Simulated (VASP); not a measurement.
# Nb (P6_3/mmc) in VASP: a series of runs

Runs on Nb. Level: LDA. Tasks: relaxation of shape and atoms at fixed volume.

Program: VASP 6.6.1. These are calculated values, not measurements. Logs are shortened: lines on timing, memory, paths and dates and some standing lists are left out, and cuts for length are marked.

### Step 1. The cell of the first run

Symmetry: P6_3/mmc, No. 194, hexagonal system. Conventional cell: a = 2.154 Å, b = 2.154 Å, c = 3.951 Å, α = 90.00°, β = 90.00°, γ = 120.00°. Within 2.9 Å of Nb (site symmetry -6m2) lie 12 Nb at 2.15 to 2.33 Å.

### Step 2. Relaxation of shape and atoms at fixed volume, LDA

INCAR

```
SYSTEM = Nb
PREC = Accurate
ENCUT = 600
EDIFF = 1E-6
ISMEAR = -1
SIGMA = 0.05
LREAL = .FALSE.
LASPH = .TRUE.
NELM = 60
ALGO = Normal
ISIF = 4
LWAVE = .FALSE.
LCHARG = .FALSE.
IBRION = 2
NSW = 50
EDIFFG = -0.005
```

KPOINTS

```
regular mesh
0
G
  15 15 8
  0 0 0
```

POSCAR

```
Nb
1.0
    2.1539650723      0.0000000000      0.0000000000
   -1.0769825362      1.8653884715      0.0000000000
    0.0000000000      0.0000000000      3.9507289897
Nb
2
Direct
    0.3333333333      0.6666666667      0.2500000000
    0.6666666667      0.3333333333      0.7500000000
```

Potentials or basis: VASP PAW LDA potentials, release 64 (Nb_sv).

Command:

```bash
$ cat potpaw_LDA.64/Nb_sv/POTCAR > POTCAR
$ mpirun -np 1 vasp_std > vasp.out
```

OUTCAR:

```text
SYSTEM = Nb
   PREC = Accurate
   ENCUT = 600
   EDIFF = 1E-6
   ISMEAR = -1
   LREAL = .FALSE.
   LASPH = .TRUE.
   NELM = 60
   ISIF = 4
   IBRION = 2
   NSW = 50
   EDIFFG = -0.005

 ion  position               nearest neighbor table
   1  0.333  0.667  0.250-   2 2.33   2 2.33   2 2.33   2 2.33   2 2.33   2 2.33
   2  0.667  0.333  0.750-   1 2.33   1 2.33   1 2.33   1 2.33   1 2.33   1 2.33

  LATTYP: Found a hexagonal cell.
 ALAT       =     2.1539650723
 C/A-ratio  =     1.8341657627

  Lattice vectors:

 A1 = (   2.1539650723,   0.0000000000,   0.0000000000)
 A2 = (  -1.0769825362,   1.8653884715,   0.0000000000)
 A3 = (   0.0000000000,   0.0000000000,   3.9507289897)

Analysis of symmetry for initial positions (statically):
=====================================================================
 Subroutine PRICEL returns:
 Original cell was already a primitive cell.

 Routine SETGRP: Setting up the symmetry group for a
 hexagonal supercell.

 Subroutine GETGRP returns: Found 24 space group operations
 (whereof 12 operations were pure point group operations)
 out of a pool of 24 trial point group operations.

The static configuration has the point symmetry D_3d.
 The point group associated with its full space group is D_6h.

Analysis of symmetry for dynamics (positions and initial velocities):
=====================================================================
 Subroutine PRICEL returns:
 Original cell was already a primitive cell.

 Routine SETGRP: Setting up the symmetry group for a
 hexagonal supercell.

 Subroutine GETGRP returns: Found 24 space group operations
 (whereof 12 operations were pure point group operations)
 out of a pool of 24 trial point group operations.

The dynamic configuration has the point symmetry D_3d.
 The point group associated with its full space group is D_6h.

 Subroutine INISYM returns: Found 24 space group operations
 (whereof 12 operations are pure point group operations),
 and found     1 'primitive' translations

----------------------------------------------------------------------------------------

                                     Primitive cell

  volume of cell :      15.8740

  direct lattice vectors                    reciprocal lattice vectors
     2.153965072  0.000000000  0.000000000     0.464260081  0.268040683  0.000000000
    -1.076982536  1.865388471  0.000000000     0.000000000  0.536081366  0.000000000
     0.000000000  0.000000000  3.950728990     0.000000000  0.000000000  0.253117843

[... 95 lines left out ...]
   NUPDOWN=      -1.0000    fix difference up-down
   EMIN   =  10.00;   EMAX   =-10.00  energy-range for DOS
   EFERMI =   0.00;   METHOD = LEGACY
   ISMEAR =    -1;   SIGMA  =   0.05  broadening in eV -4-tet -1-fermi 0-gaus
   EFERMI_NEDOS =   21; number of points for ismear=-14 and -15
   IALGO  =     38    algorithm
   IMIX   =      4    mixing-type and parameters
     AMIX     =   0.40;   BMIX     =  1.00
     AMIX_MAG =   1.60;   BMIX_MAG =  1.00
  volume/ion in A,a.u.               =       7.94        53.56
  Fermi-wavevector in a.u.,A,eV,Ry     =   1.929764  3.646725 50.667952  3.723989
  Thomas-Fermi vector in A             =   2.962143
   LORBIT       =      0    0 simple, 1 ext, 2 COOP (PROOUT), +10 PAW based schemes
   GGA     = CA    functional components
   LHFCALC =     F    Hartree Fock is set to
   AEXX    =    0.0000 exact exchange contribution
   IVDW    =     0    specifies the selected vdW correction
   LEPSILON=     F    determine dielectric tensor
   LRPA    =     F    only Hartree local field effects (RPA)
 conjugate gradient relaxation of ions
 non-spin polarized calculation
  energy-cutoff  :      600.00
  volume of cell :       15.87
 maximum number of plane-waves:       568
 NGX is ok and might be reduce to    18
   NGX =  9   NGY =  9   NGZ = 15

--------------------------------------- Ionic step        1  -------------------------------------------

 number of electron      26.0000000 magnetization

 Free energy of the ion-electron system (eV)
  ---------------------------------------------------
  ext. energy  EPLUGINS =         0.00000000
  ---------------------------------------------------
  free energy    TOTEN  =        -1.80324396 eV

  energy without entropy =       -1.79008846  energy(sigma->0) =       -1.79666621

------------------------ aborting loop because EDIFF is reached ----------------------------------------

  FORCE on cell =-STRESS in cart. coord.  units (eV):
  Direction    XX          YY          ZZ          XY          YZ          ZX
  --------------------------------------------------------------------------------------
  -------------------------------------------------------------------------------------
  Total       66.8849262     66.8849262     54.4667860     -0.0000000      0.0000000     -0.0000000
  in kB     6750.7752667   6750.7752669   5497.3975823     -0.0000002      0.0000000     -0.0000000
  external PRESSURE =    6332.9827053 kB  Pullay stress =       0.0000000 kB
[... 203 lines left out ...]
--------------------------------------- Ionic step        7  -------------------------------------------

 number of electron      25.9999999 magnetization

 Free energy of the ion-electron system (eV)
  ---------------------------------------------------
  ext. energy  EPLUGINS =         0.00000000
  ---------------------------------------------------
  free energy    TOTEN  =        -2.22469793 eV

  energy without entropy =       -2.21754113  energy(sigma->0) =       -2.22111953

 E-fermi :  28.3132     XC(G=0): -17.5417

 val. band max:       28.2622435221   @ k =   0.3333   0.2667   0.2500
 cond. band min:      28.3157857289   @ k =   0.2000   0.1333   0.0000
 fundamental gap:      0.0535422068
 Fermi energy:        28.3132037934

 k-point     1 :       0.0000    0.0000    0.0000
  band No.  band energies     occupation
      1     -30.4179      2.00000
      2     -26.7246      2.00000
      3      -9.9117      2.00000
      4      -0.1431      2.00000
      5      -0.1431      2.00000
      6       1.2541      2.00000
[... 457 lines left out ...]
      4      -6.4030      2.00000
      5      -5.0000      2.00000
      6      -4.7241      2.00000
[... 9 lines left out ...]
     16      36.8777      0.00000
     17      37.9883      0.00000

 [... further k-points ...]

------------------------ aborting loop because EDIFF is reached ----------------------------------------

  FORCE on cell =-STRESS in cart. coord.  units (eV):
  Direction    XX          YY          ZZ          XY          YZ          ZX
  --------------------------------------------------------------------------------------
  -------------------------------------------------------------------------------------
  Total       60.8923376     60.8923376     60.8904576     -0.0000000     -0.0000000      0.0000000
  in kB     6145.9361588   6145.9361596   6145.7464039     -0.0000008     -0.0000000      0.0000000
  external PRESSURE =    6145.8729074 kB  Pullay stress =       0.0000000 kB
[... 17 lines left out ...]
  FREE ENERGIE OF THE ION-ELECTRON SYSTEM (eV)
  ---------------------------------------------------
  free  energy   TOTEN  =        -2.2246979343 eV

  energy  without entropy=       -2.2175411260  energy(sigma->0) =       -2.22111953

 reached required accuracy - stopping structural energy minimisation
```

OSZICAR:

```text
N       E                     dE             d eps       ncg     rms          rms(c)
DAV:   1     0.448445407037E+03    0.44845E+03   -0.16644E+04  4614   0.202E+03
DAV:   2     0.297689748989E+02   -0.41868E+03   -0.41359E+03  5147   0.817E+02
DAV:   3    -0.492309120948E+00   -0.30261E+02   -0.28899E+02  8633   0.184E+02
[... 55 lines left out ...]
DAV:   1    -0.222508105048E+01   -0.46332E-03   -0.23182E-02  5841   0.180E+00    0.113E-01
DAV:   2    -0.222481598939E+01    0.26506E-03   -0.10301E-03  6533   0.462E-01    0.624E-02
DAV:   3    -0.222469804357E+01    0.11795E-03   -0.34725E-04  7356   0.220E-01    0.771E-03
DAV:   4    -0.222469795720E+01    0.86375E-07   -0.14586E-05  6264   0.556E-02    0.290E-03
DAV:   5    -0.222469793426E+01    0.22932E-07   -0.40607E-07  3146   0.704E-03
   7 F= -.22246979E+01 E0= -.22211195E+01  d E =-.913850E-04
```

It took 1.9 min on 1 thread of Intel Xeon Platinum 8488C (Sapphire Rapids), shared host; peak memory 0.15 GiB.

The run converged, but its numbers aren't listed here, since they failed a check.

### Step 3. Relaxation of shape and atoms at fixed volume, LDA

This run uses another cell than the first one, of 9.70 Å³/atom, 1.222 times its volume.

INCAR

```
SYSTEM = Nb
PREC = Accurate
ENCUT = 600
EDIFF = 1E-7
ISMEAR = -1
SIGMA = 0.05
LREAL = .False.
LASPH = .True.
NELM = 60
ALGO = Normal
ISIF = 4
LWAVE = .False.
LCHARG = .False.
IBRION = 2
NSW = 50
EDIFFG = -0.005
```

KPOINTS

```
Automatic mesh
0
Gamma
  15 15 8
  0 0 0
```

POSCAR

```
Nb
1.0
    2.3029723050      0.0000000000      0.0000000000
   -1.1514861525      1.9944325204      0.0000000000
    0.0000000000      0.0000000000      4.2240329543
Nb
2
Direct
    0.3333333333      0.6666666667      0.2500000000
    0.6666666667      0.3333333333      0.7500000000
```

Potentials or basis: VASP PAW LDA potentials, release 64 (Nb_sv).

Command:

```bash
$ cat potpaw_LDA.64/Nb_sv/POTCAR > POTCAR
$ mpirun -np 1 vasp_std > vasp.out
```

OUTCAR:

```text
SYSTEM = Nb
   PREC = Accurate
   ENCUT = 600
   EDIFF = 1E-7
   ISMEAR = -1
   LREAL = .False.
   LASPH = .True.
   NELM = 60
   ISIF = 4
   IBRION = 2
   NSW = 50
   EDIFFG = -0.005

 ion  position               nearest neighbor table
   1  0.333  0.667  0.250-   2 2.50   2 2.50   2 2.50   2 2.50   2 2.50   2 2.50
   2  0.667  0.333  0.750-   1 2.50   1 2.50   1 2.50   1 2.50   1 2.50   1 2.50

  LATTYP: Found a hexagonal cell.
 ALAT       =     2.3029723050
 C/A-ratio  =     1.8341657627

  Lattice vectors:

 A1 = (   2.3029723050,   0.0000000000,   0.0000000000)
 A2 = (  -1.1514861525,   1.9944325204,   0.0000000000)
 A3 = (   0.0000000000,   0.0000000000,   4.2240329543)

Analysis of symmetry for initial positions (statically):
=====================================================================
[... 399 lines left out ...]

 E-fermi :  23.0324     XC(G=0): -16.2342

 val. band max:       23.0291798283   @ k =   0.0667   0.0000   0.2500
 cond. band min:      23.0351683130   @ k =   0.4000   0.0000   0.2500
 fundamental gap:      0.0059884847
 Fermi energy:        23.0324413056

 k-point     1 :       0.0000    0.0000    0.0000
  band No.  band energies     occupation
      1     -33.2752      2.00000
      2     -31.4773      2.00000
      3     -11.9643      2.00000
      4      -5.3272      2.00000
      5      -5.3272      2.00000
      6      -5.1870      2.00000
[... 457 lines left out ...]
      4     -10.1240      2.00000
      5      -8.6610      2.00000
      6      -8.3596      2.00000
[... 9 lines left out ...]
     16      30.0599      0.00000
     17      30.3413      0.00000

 [... further k-points ...]

------------------------ aborting loop because EDIFF is reached ----------------------------------------

  FORCE on cell =-STRESS in cart. coord.  units (eV):
  Direction    XX          YY          ZZ          XY          YZ          ZX
  --------------------------------------------------------------------------------------
  -------------------------------------------------------------------------------------
  Total       38.3006765     38.3006766     38.3081640      0.0000000     -0.0000000     -0.0000000
  in kB     3162.8723734   3162.8723744   3163.4906909      0.0000000     -0.0000000     -0.0000000
  external PRESSURE =    3163.0784796 kB  Pullay stress =       0.0000000 kB
[... 17 lines left out ...]
  FREE ENERGIE OF THE ION-ELECTRON SYSTEM (eV)
  ---------------------------------------------------
  free  energy   TOTEN  =       -12.0322614864 eV

  energy  without entropy=      -12.0232398753  energy(sigma->0) =      -12.02775068

 reached required accuracy - stopping structural energy minimisation
```

CONTCAR:

```text
Nb
   1.00000000000000
     2.3549427608733962    0.0000000000000000    0.0000000000000000
    -1.1774713804366981    2.0394402556922935    0.0000000000000000
     0.0000000000000000   -0.0000000000000000    4.0396525855510470
  Nb
     2
Direct
     0.3333333332999970    0.6666666667000030    0.2500000000000000
     0.6666666667000030    0.3333333332999970    0.7500000000000000

  0.00000000E+00  0.00000000E+00  0.00000000E+00
  0.00000000E+00  0.00000000E+00  0.00000000E+00
```

It took 2 min on 1 thread of Intel Xeon Platinum 8488C (Sapphire Rapids), shared host; peak memory 0.16 GiB.

What came out:

- Free energy: -12.0323 eV
- Energy gained by relaxing: 57.4 meV/atom
- Ionic steps: 7
- Pressure after relaxing: 316.3 GPa
- Band gap on the k mesh: zero (band 13 reaches 25.82 eV, above the bottom of band 14 at 21.81 eV)

Step by step:
| step | energy change (eV) | largest force (eV/Å) | pressure (GPa) | volume (Å³) |
| --- | --- | --- | --- | --- |
| 1 | 0.0000 | 0.0000 | 323.87 | 19.40 |
| 2 | -0.0625 | 0.0000 | 313.14 | 19.40 |
| 3 | -0.1147 | 0.0000 | 316.18 | 19.40 |
| 4 | -0.1148 | 0.0000 | 316.23 | 19.40 |
| 5 | -0.1148 | 0.0000 | 316.34 | 19.40 |
| 6 | -0.1148 | 0.0000 | 316.28 | 19.40 |
| 7 | -0.1148 | 0.0000 | 316.31 | 19.40 |

Final structure:
```xyz
2
Lattice="2.3549 0.0000 0.0000 -1.1775 2.0394 0.0000 0.0000 0.0000 4.0397" Properties=species:S:1:pos:R:3 pbc="T T T"
Nb    0.0000    1.3596    1.0099
Nb    1.1775    0.6798    3.0297
```

[end of part 1 of 2]
